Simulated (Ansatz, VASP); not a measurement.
**CdF2 in VASP and in Ansatz**

```xyz
3
Lattice="0.0000 2.7586 2.8715 2.7586 0.0000 2.8715 2.7586 2.7586 0.0000" Properties=species:S:1:pos:R:3 pbc="T T T"
Cd    0.0000    0.0000    0.0000
F     1.3793    1.3793    1.4357
F     4.1380    4.1380    4.3072
```

Alike in both runs: task single point; functional PBEsol; k mesh 8 × 8 × 8; occupations gaussian, width 0.05 eV; no spin polarisation.

```csv
,VASP,Ansatz
version,VASP 6.6.1,Ansatz 0.2.0
potentials or method,"VASP PAW PBE potentials, release 64 (Cd, F), cutoff 520 eV","scalar-relativistic, plane waves, PAW"
valence electrons in the cell,26,34
```

|  | VASP | Ansatz | Ansatz less VASP |
| --- | --- | --- | --- |
| gap on the k mesh at the Fermi level (eV) | 2.47 | 2.50 | +0.026 |
| least direct gap on the mesh (eV) | 3.06 | 3.08 | +0.025 |
| pressure (GPa) | -9.0 | -9.3 | -0.37 |
| traceless stress, the component that is largest in VASP (GPa) | -2.69 | -2.72 | -0.032 |

VASP's potentials were made for PBE, not for PBEsol. With one functional, cell and mesh, what is left measures potentials, basis and numerics. VASP's potentials hold 26 valence electrons a cell and Ansatz's 34, so a difference there can come from the potentials and not from the codes.
